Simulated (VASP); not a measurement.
# H2CO2 in VASP: a series of runs, part 2 of 2

VASP 6.6.1. The steps go on from the part before.

## 4. Single point, PBE

This run uses another cell than the first one, of 16.54 Å³/atom, 1.361 times its volume.

INCAR reads:

```
SYSTEM = H2CO2
PREC = Accurate ; ENCUT = 520
EDIFF = 1E-6 ; ISMEAR = -1
SIGMA = 0.05 ; LREAL = Auto
LASPH = .True. ; NELM = 60
ALGO = Normal ; ISIF = 2
LWAVE = .False. ; LCHARG = .True.
GGA = PE ; LELF = .True.
LVHAR = .True. ; NBANDS = 75
```

KPOINTS reads:

```
Automatic mesh
0
Gamma
  1 1 1
  0 0 0
```

POSCAR reads:

```
H2CO2
1.0
    7.4991610000      0.0000000000      0.0000000000
    0.0000000000      9.1262970000      0.0000000000
    0.0000000000      0.0000000000      7.2486530000
O C H
12 6 12
Direct
    0.2633761297      0.4973758798      1.0287842445
    0.0840360675      0.4414714971      0.7648869383
    0.3073943872      0.0185836599      0.0143336976
    0.2531083144     -0.1742108546      0.2050449925
    0.8909930058      1.0052050684      0.3160587215
    0.5982002520      0.9291391678      0.3286955521
    0.6380980486      0.5310916355      0.4931950805
    0.6379647003      0.4007978263      0.1937601372
    1.1027766973      0.9411922492      0.7107665383
    0.8271325286      1.0716285039      0.7551471977
    0.2904458245      0.2608067653      0.6115618998
    0.2833250280      0.4597702661      0.4149046726
    0.1126259324      0.5062732453      0.9173704411
    0.2538150601     -0.0405860120      0.1783227863
    0.7150266543      1.0284236860      0.3146515635
    0.6858367223      0.4329138094      0.3533622040
    0.9302507307      0.9653751133      0.7747094529
    0.3393979673      0.3366096896      0.4676868930
    0.2624960312      0.5249664787      1.1623814797
    0.0159751204      0.5940306348      0.9369602877
    0.3305169738     -0.0436869412     -0.0887061362
    0.2211714084      0.0646154733      0.2677738885
    0.8692572409      0.9028963226      0.3582734613
    0.6587670274      1.1303379673      0.3638469106
    0.5630229835      0.5973835828      0.4232924379
    0.7998361417      0.3674436631      0.3960459964
    1.1205653539      1.0313712122      0.6636543369
    0.9084616266      0.8576205662      0.8573041088
    0.2215181138      0.3330047225      0.6871483571
    0.4113393485      0.2766620460      0.3752283355
```

Run with:

```bash
cat potpaw_PBE.64/O/POTCAR potpaw_PBE.64/C/POTCAR potpaw_PBE.64/H/POTCAR > POTCAR
mpirun -np 1 vasp_gam > vasp.out
```

Run time: 42 s. Hardware: 1 thread of Intel Xeon 6975P-C (Granite Rapids), shared host; peak memory 0.44 GiB.

It converged, with:

* Free energy: -176.9408 eV
* Pressure: -1.1 GPa
* Largest force: 5.741 eV/Å
* Band gap on the k mesh: 3.92 eV

Forces in eV/Å, atoms in the order of the input:
```
O   -1.761 -0.880 -2.179
O    1.375  0.572  2.961
O   -0.410  1.865  1.425
O   -0.746  1.829  0.465
O   -0.871 -0.778  0.134
O    2.317  0.822 -0.852
O    0.522 -1.028 -2.543
O   -0.741  2.010  1.941
O   -2.568 -2.575  1.644
O    2.482 -2.299  0.011
O    0.661 -0.233  0.241
O    0.311 -1.073  1.098
C    0.956  0.011 -1.146
C    0.845 -0.412 -0.867
C   -3.626 -0.997  2.091
C    1.564 -1.366 -0.778
C   -1.293 -1.177  1.322
C   -2.713  2.467 -0.879
H   -0.565  0.071 -0.298
H   -0.176  0.292  1.163
H    0.117 -1.353 -0.401
H    0.225 -2.081 -0.530
H    1.552 -0.511 -0.446
H    0.748  1.409 -0.900
H   -1.027  0.846  0.266
H    0.448 -0.057  1.110
H    2.018  4.694 -2.617
H   -0.710  1.380 -0.531
H   -1.037  0.381  0.962
H    2.105 -1.829 -1.869
```

Stress tensor (GPa, compression positive):
```
-0.27 -0.08 -2.05
-0.08 -0.85 -0.63
-2.05 -0.63 -2.15
```

Levels at points of the mesh, in eV from the valence-band top:
```
           k point  band 51  band 52  band 53  band 54  band 55  band 56  band 57  band 58
(0.00, 0.00, 0.00)    -0.45    -0.25    -0.16     0.00     3.92     4.21     4.32     4.44
```

Caveat: the k points lie up to 0.87 Å⁻¹ apart.

## 5. Single point, PBE

This run uses another cell than the first one, of 14.40 Å³/atom, 1.186 times its volume.

INCAR reads:

```
PREC = Accurate
ENCUT = 910
EDIFF = 1E-6
ISMEAR = -1
SIGMA = 0.05
LREAL = Auto
LASPH = True
NELM = 120
ALGO = Normal
ISIF = 2
LWAVE = False
LCHARG = True
GGA = PE
LELF = True
LVHAR = True
NBANDS = 75
GGA_COMPAT = False
```

KPOINTS reads:

```
regular mesh
0
Gamma
  1 1 1
```

POSCAR reads:

```
H2CO2
1.0
    7.3045870000      0.0000000000      0.0000000000
    0.0000000000      8.3425740000      0.0000000000
    0.0000000000      0.0000000000      7.0895180000
O C H
12 6 12
Direct
    0.2744850599      0.4602176738      1.0157531161
    0.0595926916      0.4433403887      0.7826907274
    0.3054929731      0.0507277490      0.0413286206
    0.2450788799     -0.2051165504      0.1465261813
    0.8741356630      0.9451759133      0.3457216697
    0.5898759232      0.8737830794      0.3042519957
    0.7223269433      0.5166151358      0.4733043911
    0.6997657773      0.3706529903      0.2055005714
    1.0777063782      0.9324340425      0.6845599376
    0.8119281761      1.0558971368      0.7592194561
    0.2517733035      0.2062792611      0.6457984873
    0.3126254777      0.4251325790      0.4463632083
    0.1189526526      0.4997498374      0.9259021558
    0.2233254255     -0.0588427505      0.1508142020
    0.6933999143      0.9852115187      0.3468783068
    0.7545258890      0.3945784598      0.3650459735
    0.8980521418      0.9375883271      0.7077208916
    0.3367609969      0.2890954279      0.4957459731
    0.2802211816      0.5443883387      1.1219521553
    0.0137310980      0.5847355984      0.9932410074
    0.3964905887      0.0206051514     -0.0553634253
    0.0999782739      0.0014743651      0.1851324730
    0.9401900477      0.8472684809      0.3119676119
    0.6707839882      1.0992770337      0.2862535930
    0.6245390739      0.5834410339      0.4050345877
    0.8168428961      0.3022328600      0.4507217557
    1.1311659372      1.0382287289      0.6900751222
    0.8709458865      0.8021145512      0.6789460158
    0.1546425554      0.2992721431      0.7196822125
    0.4576302534      0.2340165038      0.4133708385
```

Potentials or basis: VASP PAW PBE potentials, release 64 (O_h, C_h, H_h).

Run with:

```bash
cat potpaw_PBE.64/O_h/POTCAR potpaw_PBE.64/C_h/POTCAR potpaw_PBE.64/H_h/POTCAR > POTCAR
mpirun -np 1 vasp_gam > vasp.out
```

It took 1.7 min on 1 thread of Intel Xeon Platinum 8488C (Sapphire Rapids), shared host; peak memory 0.79 GiB.

It converged, with:

| Quantity | Value |
| --- | --- |
| Free energy | -178.0010 eV |
| Pressure | -0.2 GPa |
| Largest force | 7.221 eV/Å |
| Band gap on the k mesh | 3.55 eV |

Forces in eV/Å, atoms in the order of the input:
```
O   -1.175  1.890  0.536
O    0.215 -2.065 -1.956
O    0.706  0.676 -0.097
O   -0.096  1.061  0.691
O    1.482  2.888  1.002
O   -0.944  1.145  1.638
O   -1.733  2.595 -0.241
O    0.044  0.273 -0.338
O    0.373 -0.816 -0.039
O   -0.159 -1.215 -0.566
O   -0.079  2.576 -1.018
O   -1.189  1.100  0.304
C   -0.983  1.383  2.506
C    0.614 -1.796 -3.230
C    0.827 -6.006 -3.922
C   -0.333 -1.620 -0.331
C    0.498 -1.080  0.604
C    1.103 -1.284  0.563
H    0.333 -1.303 -1.026
H    1.537 -0.241  0.164
H   -0.042 -0.540  0.664
H   -1.045  0.607  1.728
H   -1.377 -0.566  0.246
H   -0.151  2.220  0.719
H    1.208 -0.423  0.762
H    0.991 -0.551  0.264
H    0.704  1.177 -0.106
H   -1.407  1.446  0.472
H    1.413 -0.640 -1.258
H   -1.331 -0.891  1.264
```

Stress tensor (GPa, compression positive):
```
 0.28  1.63  1.23
 1.63 -0.31  0.45
 1.23  0.45 -0.69
```

Levels at points of the mesh, in eV from the valence-band top:
```tsv
k point	band 50	band 51	band 52	band 53	band 54	band 55	band 56	band 57	band 58	band 59
(0.00, 0.00, 0.00)	-0.64	-0.34	-0.25	-0.18	0.00	3.55	4.28	4.71	4.84	5.25
```

Caveat: the k points lie up to 0.89 Å⁻¹ apart; the cutoff is under 1.25 times the usual one of these potentials, so pressure, stress and relaxed cells hold a basis-set (Pulay) error.

## 6. The runs side by side

```csv
potentials or basis,cell,cutoff (eV),second run,gap on the mesh (eV),pressure (GPa),largest force (eV/Å)
"VASP PAW PBE potentials, release 64 (O, C, H)","a = 7.142, b = 7.342, c = 6.949 Å, 30 atoms",520,-,3.66,0.3,5.40
"VASP PAW PBE potentials, release 64 (O, C, H)","a = 7.305, b = 8.343, c = 7.090 Å, 30 atoms",520,-,3.54,0.5,6.86
"VASP PAW PBE potentials, release 64 (O, C, H)","a = 7.499, b = 9.126, c = 7.249 Å, 30 atoms",520,-,3.92,-1.1,5.74
"VASP PAW PBE potentials, release 64 (O_h, C_h, H_h)","a = 7.305, b = 8.343, c = 7.090 Å, 30 atoms",910,hard_potentials,3.55,-0.2,7.22
```

Alike in all rows: task single point; level PBE; no spin polarisation; k mesh 1 × 1 × 1; smearing fermi-dirac 0.05 eV.

Caveats: all runs use coarse meshes; the cutoff is under 1.25 times the usual one of these potentials, so pressure, stress and relaxed cells hold a basis-set (Pulay) error (some runs).

Absolute energies hang on the potentials; compare differences alone.
